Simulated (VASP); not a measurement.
Al2O3:

```
Al O
1.0
     2.41157    1.39232    4.38887
    -2.41157    1.39232    4.38887
     0.00000   -2.78464    4.38887
Al O
4 6
Direct
  0.85216 0.85216 0.85216
  0.64784 0.64784 0.64784
  0.14784 0.14784 0.14784
  0.35216 0.35216 0.35216
  0.05668 0.75000 0.44332
  0.75000 0.44332 0.05668
  0.44332 0.05668 0.75000
  0.94332 0.25000 0.55668
  0.25000 0.55668 0.94332
  0.55668 0.94332 0.25000
```

Base run:

* Program: VASP 6.6.1
* Functional: BLYP
* Dispersion: D3(BJ)
* Potentials or basis: VASP PAW PBE potentials, release 64 (Al, O)
* Cutoff: 520 eV
* k mesh: 7 × 7 × 7
* Occupations: fermi-dirac, width 0.05 eV
* Spin: no spin polarisation

Its results: band gap on the k mesh 5.98 eV; pressure -7.0 GPa; largest force 0.055 eV/Å.

Q: The run is repeated on the same cell with these changes: functional from BLYP to revPBE; dispersion from D3(BJ) to D4. What comes out?

A: Band gap on the k mesh 5.80 eV; pressure -8.6 GPa; largest force 0.026 eV/Å.

Several settings changed at once.

Caveats: the cell stands under tension; the PAW data sets were made with another functional, which shifts forces and pressure a little; an odd mesh through Γ misses points on the zone boundary, where band edges can lie.
